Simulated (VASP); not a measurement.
Wanted: the native input for a VASP 6.6.1 run.

- Task: single point
- Functional: PBE
- Potentials or basis: VASP PAW PBE potentials, release 64 (Al, Ga_d, Sb_d_GW)
- Cutoff: 500 eV
- k mesh: 4 × 4 × 4
- Occupations: gaussian, width 0.1 eV
- Spin: no spin polarisation
- Dipole correction: no
- Further INCAR settings: ALGO = Normal; EDIFF = 1e-06; NBANDS = 41

The structure of Al2GaSb3 lies in POSCAR:

```
Al2GaSb3
1.0
    3.2011626600     -4.3812772600      0.0000000000
    3.2011626600      4.3812772600      0.0000000000
    0.0000000000      0.0000000000      6.1078365300
Al Ga Sb
2 1 3
Direct
    0.2001827200      0.2001827200      0.5000000000
    0.7998172800      0.7998172800      0.5000000000
    0.5000000000      0.5000000000      0.5000000000
    0.6875991200      0.3124008800      0.5000000000
    0.3124008800      0.6875991200      0.5000000000
    0.5000000000      0.5000000000      0.0000000000
```

The cell was generated, and may not be a known phase.

The input as run:

INCAR

```
  PREC = Accurate
  ENCUT = 500
  EDIFF = 1E-6
  ISMEAR = 0
  SIGMA = 0.1
  LREAL = F
  LASPH = T
  NELM = 120
  ALGO = Normal
  ISIF = 2
  LWAVE = F
  LCHARG = T
  GGA = PE
  LELF = T
  LVHAR = T
  NBANDS = 41
  GGA_COMPAT = F
```

KPOINTS

```
regular mesh
0
Gamma
  4 4 4
```

Potentials or basis: VASP PAW PBE potentials, release 64 (Al, Ga_d, Sb_d_GW).

Run with:

```bash
$ cat potpaw_PBE.64/Al/POTCAR potpaw_PBE.64/Ga_d/POTCAR potpaw_PBE.64/Sb_d_GW/POTCAR > POTCAR
$ mpirun -np 1 vasp_std > vasp.out
```

It gave:

```yaml
Pressure: 71.4 GPa
Largest_force: 53.393 eV/Å
Band_gap_on_the_k_mesh: zero (bands 32 and 33 overlap by 0.97 eV)
```

Caveat: atoms lie so close that the PAW spheres overlap strongly, which falsifies energies and pressures; the stress differs along the axes, from -2 to 174 GPa; spin-orbit coupling is left out, which moves the levels of the heavy elements; forces of over 1 eV/Å act on the atoms, so gaps and moduli don't describe the material at rest.

Run time: 3.6 min on 1 thread of Intel(R) Xeon(R) Platinum 8124M CPU @ 3.00GHz (Skylake/Cascade Lake), on a shared host, peak memory 0.35 GiB.
